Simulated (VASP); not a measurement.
Runs of VASP 6.6.1 on Sr3BiAs. It takes space group Pm-3m (No. 221, cubic). The conventional cell has a = 5.880 Å, b = 5.880 Å, c = 5.880 Å, α = 90.00°, β = 90.00°, γ = 90.00°. Sr (site symmetry 4/mmm) has 2 As at 2.94 Å within 3.9 Å. Within 5.5 Å of Bi (site symmetry m-3m) lie 12 Sr at 4.16 Å and 8 As at 5.09 Å. As (site symmetry m-3m) has 6 Sr at 2.94 Å within 3.9 Å. 

```tsv
k mesh	gap on the mesh (eV)	pressure (GPa)
5 × 5 × 5	none	-2.3
4 × 4 × 4	none	-2.2
3 × 3 × 3	none	-2.2
2 × 2 × 2	none	(a)
```

Alike in all rows: task single point; level LDA; potentials or basis VASP PAW LDA potentials, release 64 (Sr_sv, Bi_d, As); no spin polarisation; cell as given; cutoff (eV) 520; smearing methfessel-paxton 0.1 eV.

Estimate the missing entries.

(a) -1.5.

Caveats: some runs use coarse meshes; spin-orbit coupling is left out, which moves the levels of the heavy elements.

A k mesh can miss the band edges, and the runs leave out spin-orbit coupling on As, Bi, Sr.

A gap of «none» marks levels without a gap at the run's occupations.
